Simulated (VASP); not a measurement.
# TaN (Amm2) in VASP: single point with PBEsol

Aim: the single point of TaN with PBEsol.

All numbers are computed with VASP 6.6.1; they aren't measurements. Logs are shortened: lines on timing, memory, paths and dates and some standing lists are left out, and cuts for length are marked.

## 1. The cell of the first run

The structure is orthorhombic, space group Amm2 (No. 38). The conventional cell has a = 2.883 Å, b = 3.041 Å, c = 4.911 Å, α = 90.00°, β = 90.00°, γ = 90.00°. Ta (site symmetry mm2) has 6 N at 2.18 to 2.25 Å and 6 Ta at 2.88 to 2.89 Å within 2.9 Å. N (site symmetry mm2) has 6 Ta at 2.18 to 2.25 Å and 6 N at 2.88 to 2.89 Å within 2.9 Å.

## 2. Single point, PBEsol (strain +0.0350 x Voigt [1, -1, 0, 0, 0, 0])

File INCAR:

```
SYSTEM = TaN
PREC = Accurate
ENCUT = 520
EDIFF = 1E-7
ISMEAR = 0
SIGMA = 0.15
LREAL = .FALSE.
LASPH = .TRUE.
NELM = 100
ALGO = Normal
ISIF = 2
LWAVE = .FALSE.
LCHARG = .FALSE.
GGA = PS
NBANDS = 15
```

File KPOINTS:

```
Automatic mesh
0
G
  18 18 16
  0 0 0
```

File POSCAR:

```
TaN
1.0
    3.0408288185      0.0000000000      0.0000000000
   -1.5204144092      2.4553282900      0.0000000000
    0.0000000000      0.0000000000      2.8830000000
Ta N
1 1
Direct
    0.3333333333      0.6666666667      0.5000000000
    0.0000000000      0.0000000000      0.0000000000
```

Potentials or basis: VASP PAW PBE potentials, release 64 (Ta_pv, N).

The run is started by

```bash
$ cat potpaw_PBE.64/Ta_pv/POTCAR potpaw_PBE.64/N/POTCAR > POTCAR
$ mpirun -np 1 vasp_std > vasp.out
```

OUTCAR:

```text
SYSTEM = TaN
   PREC = Accurate
   ENCUT = 520
   EDIFF = 1E-7
   ISMEAR = 0
   LREAL = .FALSE.
   LASPH = .TRUE.
   NELM = 100
   ISIF = 2
   GGA = PS

 ion  position               nearest neighbor table
   1  0.333  0.667  0.500-   2 2.18   2 2.18   2 2.25   2 2.25   2 2.25   2 2.25
   2  0.000  0.000  0.000-   1 2.18   1 2.18   1 2.25   1 2.25   1 2.25   1 2.25

  Warning from LATTYP: Monoclinic adjustment (A1->A3, A2->A1, A3->A2)!
  LATTYP: Found a base centered orthorhombic cell.
 ALAT       =     3.0408288185
 B/A-ratio  =     1.6149072747
 C/A-ratio  =     0.9480967763

  Lattice vectors:

 A1 = (   1.5204144092,  -2.4553282900,   0.0000000000)
 A2 = (   1.5204144093,   2.4553282900,   0.0000000000)
 A3 = (   0.0000000000,   0.0000000000,   2.8830000000)

Analysis of symmetry for initial positions (statically):
=====================================================================
 Subroutine PRICEL returns:
 Original cell was already a primitive cell.

 Routine SETGRP: Setting up the symmetry group for a
 base centered orthorhombic supercell.

 Subroutine GETGRP returns: Found  4 space group operations
 (whereof  4 operations were pure point group operations)
 out of a pool of  8 trial point group operations.

The static configuration has the point symmetry C_2v.

Analysis of symmetry for dynamics (positions and initial velocities):
=====================================================================
 Subroutine PRICEL returns:
 Original cell was already a primitive cell.

 Routine SETGRP: Setting up the symmetry group for a
 base centered orthorhombic supercell.

 Subroutine GETGRP returns: Found  4 space group operations
 (whereof  4 operations were pure point group operations)
 out of a pool of  8 trial point group operations.

The dynamic configuration has the point symmetry C_2v.

 Subroutine INISYM returns: Found  4 space group operations
 (whereof  4 operations are pure point group operations),
 and found     1 'primitive' translations

----------------------------------------------------------------------------------------

                                     Primitive cell

  volume of cell :      21.5251

  direct lattice vectors                    reciprocal lattice vectors
     3.040828819  0.000000000  0.000000000     0.328857709  0.203638757  0.000000000
    -1.520414409  2.455328290  0.000000000     0.000000000  0.407277513  0.000000000
     0.000000000  0.000000000  2.883000000     0.000000000  0.000000000  0.346860909

  length of vectors
     3.040828819  2.887957234  2.883000000     0.386802451  0.407277513  0.346860909

  position of ions in fractional coordinates (direct lattice)
     0.333333333  0.666666667  0.500000000
     0.000000000  0.000000000  0.000000000

  ion indices of the primitive-cell ions
   primitive index   ion index
                 1           1
                 2           2

----------------------------------------------------------------------------------------

 KPOINTS: Automatic mesh

Automatic generation of k-mesh.
 Grid dimensions read from file:
 generate k-points for:   18   18   16

 Generating k-lattice:

  Cartesian coordinates                     Fractional coordinates (reciprocal lattice)
     0.018269873  0.011313264  0.000000000     0.055555556 -0.000000000  0.000000000
     0.000000000  0.022626529  0.000000000     0.000000000  0.055555556  0.000000000
     0.000000000  0.000000000  0.021678807     0.000000000  0.000000000  0.062500000

  Length of vectors
     0.021489025  0.022626529  0.021678807

  Shift w.r.t. Gamma in fractional coordinates (k-lattice)
     0.000000000  0.000000000  0.000000000

 Subroutine IBZKPT returns following result:
 ===========================================

 Found    819 irreducible k-points:

 Following reciprocal coordinates:
            Coordinates               Weight
  0.000000  0.000000  0.000000      1.000000
  0.055556 -0.000000  0.000000      4.000000
  0.111111 -0.000000  0.000000      4.000000
  0.166667  0.000000  0.000000      4.000000
  0.222222  0.000000  0.000000      4.000000
  0.277778  0.000000  0.000000      4.000000
[... 16 lines left out ...]
 -0.333333  0.055556  0.000000      4.000000
 -0.277778  0.055556  0.000000      4.000000
 [... further k-points ...]
   k-points           NKPTS =    819   k-points in BZ     NKDIM =    819   number of bands    NBANDS=     15
   number of dos      NEDOS =    301   number of ions     NIONS =      2
   total plane-waves  NPLWV =  13824
   dimension x,y,z NGX =    24 NGY =   24 NGZ =   24
   dimension x,y,z NGXF=    48 NGYF=   48 NGZF=   48
   ions per type =               1   1
   NGX,Y,Z   is equivalent  to a cutoff of  13.12, 13.82, 13.84 a.u.
   NGXF,Y,Z  is equivalent  to a cutoff of  26.24, 27.63, 27.68 a.u.
 SYSTEM =  TaN
   PREC   = accura    normal or accurate (medium, high low for compatibility)
   ISTART =      0    job   : 0-new  1-cont  2-samecut
   ICHARG =      2    charge: 1-file 2-atom 10-const
   ISPIN  =      1    spin polarized calculation?
   LNONCOLLINEAR =      F non collinear calculations
   LSORBIT =      F    spin-orbit coupling
   LASPH  =      T    aspherical Exc in radial PAW
   ENCUT  =  520.0 eV  38.22 Ry    6.18 a.u.   5.65  5.37  5.36*2*pi/ulx,y,z
   NELM   =    100;   NELMIN=  2; NELMDL= -5     # of ELM steps
   EDIFF  = 0.1E-06   stopping-criterion for ELM
   LREAL  =      F    real-space projection
   EDIFFG = 0.1E-05   stopping-criterion for IOM
   NSW    =      0    number of steps for IOM
   IBRION =     -1    ionic relax: 0-MD 1-quasi-New 2-CG
   NFREE  =      0    steps in history (QN), initial steepest desc. (CG)
   ISIF   =      2    stress and relaxation
   ISYM   =      2    0-nonsym 1-usesym 2-fastsym
   POTIM  = 0.5000    time-step for ionic-motion
   TEBEG  =    0.0;   TEEND  =   0.0 temperature during run
   PSTRESS=    0.0 pullay stress
   NELECT =      16.0000    total number of electrons
   NUPDOWN=      -1.0000    fix difference up-down
   EMIN   =  10.00;   EMAX   =-10.00  energy-range for DOS
   EFERMI =   0.00;   METHOD = LEGACY
   ISMEAR =     0;   SIGMA  =   0.15  broadening in eV -4-tet -1-fermi 0-gaus
   EFERMI_NEDOS =   21; number of points for ismear=-14 and -15
   IALGO  =     38    algorithm
   IMIX   =      4    mixing-type and parameters
     AMIX     =   0.40;   BMIX     =  1.00
     AMIX_MAG =   1.60;   BMIX_MAG =  1.00
  volume/ion in A,a.u.               =      10.76        72.63
  Fermi-wavevector in a.u.,A,eV,Ry     =   1.482971  2.802410 29.921988  2.199204
  Thomas-Fermi vector in A             =   2.596691
   LORBIT       =      0    0 simple, 1 ext, 2 COOP (PROOUT), +10 PAW based schemes
   GGA     = PS    functional components
   LHFCALC =     F    Hartree Fock is set to
   AEXX    =    0.0000 exact exchange contribution
   IVDW    =     0    specifies the selected vdW correction
   LEPSILON=     F    determine dielectric tensor
   LRPA    =     F    only Hartree local field effects (RPA)
 non-spin polarized calculation
 Gauss-broadening in eV      SIGMA  =   0.15
  energy-cutoff  :      520.00
  volume of cell :       21.53
 maximum number of plane-waves:       596
   NGX = 11   NGY = 11   NGZ = 11

 number of electron      15.9999999 magnetization

 Free energy of the ion-electron system (eV)
  ---------------------------------------------------
  ext. energy  EPLUGINS =         0.00000000
  ---------------------------------------------------
  free energy    TOTEN  =       -23.72995996 eV

  energy without entropy =      -23.72928819  energy(sigma->0) =      -23.72962408

 E-fermi :   8.0946     XC(G=0): -13.5096

 val. band max:        8.0447585540   @ k =   0.1111   0.4444   0.5000
 cond. band min:       8.1003155118   @ k =   0.0556   0.4444   0.5000
 fundamental gap:      0.0555569577
 Fermi energy:         8.0946256327

 k-point     1 :       0.0000    0.0000    0.0000
  band No.  band energies     occupation
      1     -26.6708      2.00000
      2     -26.4600      2.00000
      3     -26.3268      2.00000
      4      -9.6346      2.00000
      5       3.1312      2.00000
      6       3.6284      2.00000
      7       4.2244      2.00000
      8       5.1679      2.00000
      9      10.3110      0.00000
     10      11.2723      0.00000
     11      11.9644      0.00000
     12      12.1776      0.00000
     13      12.2666      0.00000
     14      21.1752      0.00000
     15      21.5660      0.00000

 k-point     2 :       0.0556   -0.0000    0.0000
  band No.  band energies     occupation
      1     -26.6667      2.00000
      2     -26.4841      2.00000
      3     -26.3422      2.00000
      4      -9.5715      2.00000
      5       3.0161      2.00000
      6       3.6581      2.00000
      7       4.2584      2.00000
      8       5.0748      2.00000
      9      10.5135      0.00000
     10      11.2126      0.00000
     11      11.9896      0.00000
     12      12.1404      0.00000
     13      12.2984      0.00000
     14      21.1601      0.00000
     15      21.5578      0.00000

 k-point     3 :       0.1111   -0.0000    0.0000
  band No.  band energies     occupation
      1     -26.6550      2.00000
      2     -26.5639      2.00000
      3     -26.3748      2.00000
      4      -9.3888      2.00000
      5       2.6467      2.00000
      6       3.7677      2.00000
      7       4.4143      2.00000
      8       4.8208      2.00000
      9      10.7565      0.00000
     10      11.3065      0.00000
     11      11.9756      0.00000
     12      12.1015      0.00000
     13      12.4567      0.00000
     14      21.1205      0.00000
     15      21.5416      0.00000
[... 343 lines left out ...]
 k-point    23 :      -0.3333    0.0556    0.0000
  band No.  band energies     occupation
      1     -27.1013      2.00000
      2     -26.5799      2.00000
      3     -26.5194      2.00000
      4      -8.1585      2.00000
      5       0.7197      2.00000
      6       3.5223      2.00000
      7       4.2585      2.00000
      8       5.4384      2.00000
      9      10.2627      0.00000
     10      11.2522      0.00000
     11      12.4964      0.00000
     12      13.5902      0.00000
     13      14.1856      0.00000
     14      21.3299      0.00000
     15      21.5883      0.00000

 k-point    24 :      -0.2778    0.0556    0.0000
  band No.  band energies     occupation
      1     -26.9362      2.00000
      2     -26.6032      2.00000
      3     -26.4812      2.00000
      4      -8.5440      2.00000
      5       1.2211      2.00000
      6       3.8698      2.00000
      7       4.1793      2.00000
      8       5.2345      2.00000
      9      10.0664      0.00000
     10      11.4288      0.00000
     11      12.3138      0.00000
     12      13.3849      0.00000
     13      13.4485      0.00000
     14      21.2156      0.00000
     15      21.5390      0.00000

 [... further k-points ...]

------------------------ aborting loop because EDIFF is reached ----------------------------------------

  FORCE on cell =-STRESS in cart. coord.  units (eV):
  Direction    XX          YY          ZZ          XY          YZ          ZX
  --------------------------------------------------------------------------------------
  -------------------------------------------------------------------------------------
  Total       -2.4264054      1.7873851     -0.4934014      0.0000000      0.0000000      0.0000000
  in kB     -180.6041684    133.0400930    -36.7252524      0.0000000      0.0000000      0.0000000
  external PRESSURE =     -28.0964426 kB  Pullay stress =       0.0000000 kB

 VOLUME and BASIS-vectors are now :
 -----------------------------------------------------------------------------
  energy-cutoff  :      520.00
  volume of cell :       21.53
      direct lattice vectors                 reciprocal lattice vectors
     3.040828819  0.000000000  0.000000000     0.328857709  0.203638757  0.000000000
    -1.520414409  2.455328290  0.000000000     0.000000000  0.407277513  0.000000000
     0.000000000  0.000000000  2.883000000     0.000000000  0.000000000  0.346860909

 POSITION                                       TOTAL-FORCE (eV/Angst)
 -----------------------------------------------------------------------------------
     -0.00000      1.63689      1.44150         0.000000      0.177735      0.000000
      0.00000      0.00000      0.00000        -0.000000     -0.177735      0.000000
 -----------------------------------------------------------------------------------
    total drift:                                0.000000      0.000167     -0.000000

  FREE ENERGIE OF THE ION-ELECTRON SYSTEM (eV)
  ---------------------------------------------------
  free  energy   TOTEN  =       -23.7299599647 eV

  energy  without entropy=      -23.7292881882  energy(sigma->0) =      -23.72962408
```

Wall time 75 s (1 thread of Intel Xeon Platinum 8559C (Emerald Rapids), shared host); peak memory 0.36 GiB.

Results:

| Quantity | Value |
| --- | --- |
| Free energy | -23.7300 eV |
| Pressure | -2.8 GPa |
| Largest force | 0.178 eV/Å |
| Band gap on the k mesh | zero (band 8 reaches 8.20 eV, above the bottom of band 9 at 7.80 eV) |

Forces in eV/Å, atoms in the order of the input:
```
Ta   0.000  0.178  0.000
N    0.000 -0.178  0.000
```

Stress tensor (GPa, compression positive):
```
-18.06   0.00   0.00
  0.00  13.30   0.00
  0.00   0.00  -3.67
```

Caveat: the cell differs from its parent crystal (strain +0.0350 x Voigt [1, -1, 0, 0, 0, 0]); the PAW data sets were made with another functional, which shifts forces and pressure a little; spin-orbit coupling is left out, which moves the levels of the heavy elements.
